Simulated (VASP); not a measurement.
Ge:

```
Ge
1.0
     1.39715   -2.60052    0.00000
     1.39715    2.60052    0.00000
     0.00000    0.00000    2.69823
Ge
1
Direct
  0.50000 0.50000 0.00000
```

```yaml
Program: VASP 6.6.1
Task: relaxation of cell and atoms
Functional: PBEsol
Potentials_or_basis: VASP PAW PBE potentials, release 64 (Ge_d)
Cutoff: 500 eV
k_mesh: 11 × 11 × 10
Occupations: methfessel-paxton, width 0.1 eV
Spin: no spin polarisation
```

At the start: pressure -4.3 GPa; volume 19.61 Å³/atom.

Task: How do energy, volume and symmetry change on relaxing?

Result: Over 20 steps the energy falls by 20.4 meV/atom and the volume is 18.41 Å³/atom (-6.1 %); space group Cmmm (No. 65, to 0.1 Å) before, P6/mmm (No. 191, to 0.1 Å).

Step by step:
| step | energy change (eV) | largest force (eV/Å) | pressure (GPa) | volume (Å³) |
| --- | --- | --- | --- | --- |
| 1 | 0.0000 | 0.0000 | -4.32 | 19.61 |
| 2 | -0.0179 | 0.0000 | 1.23 | 18.14 |
| 3 | -0.0186 | 0.0000 | 0.39 | 18.38 |
| 4 | -0.0186 | 0.0000 | 0.20 | 18.40 |
| 5 | -0.0198 | 0.0000 | -0.04 | 18.43 |
| 6 | -0.0201 | 0.0000 | -0.19 | 18.46 |
| 7 | -0.0201 | 0.0000 | -0.18 | 18.46 |
| 8 | -0.0201 | 0.0000 | -0.21 | 18.47 |
| 9 | -0.0201 | 0.0000 | -0.31 | 18.48 |
| 10 | -0.0202 | 0.0000 | -0.38 | 18.49 |
| 11 | -0.0200 | 0.0000 | -0.59 | 18.53 |
| 12 | -0.0202 | 0.0000 | -0.31 | 18.50 |
| 13 | -0.0202 | 0.0000 | -0.49 | 18.52 |
| 14 | -0.0202 | 0.0000 | -0.37 | 18.50 |
| 15 | -0.0203 | 0.0000 | 0.23 | 18.35 |
| 16 | -0.0204 | 0.0000 | 0.03 | 18.39 |
| 17 | -0.0204 | 0.0000 | 0.05 | 18.39 |
| 18 | -0.0204 | 0.0000 | 0.05 | 18.40 |
| 19 | -0.0204 | 0.0000 | 0.02 | 18.40 |
| 20 | -0.0204 | 0.0000 | -0.04 | 18.41 |

Final structure:
```
Ge
1.0
     1.40174   -2.45587    0.00000
     1.40174    2.45587    0.00000
     0.00000    0.00000    2.67412
Ge
1
Cartesian
  1.4017 0.0000 0.0000
```

Caveat: the PAW data sets were made with another functional, which shifts forces and pressure a little.
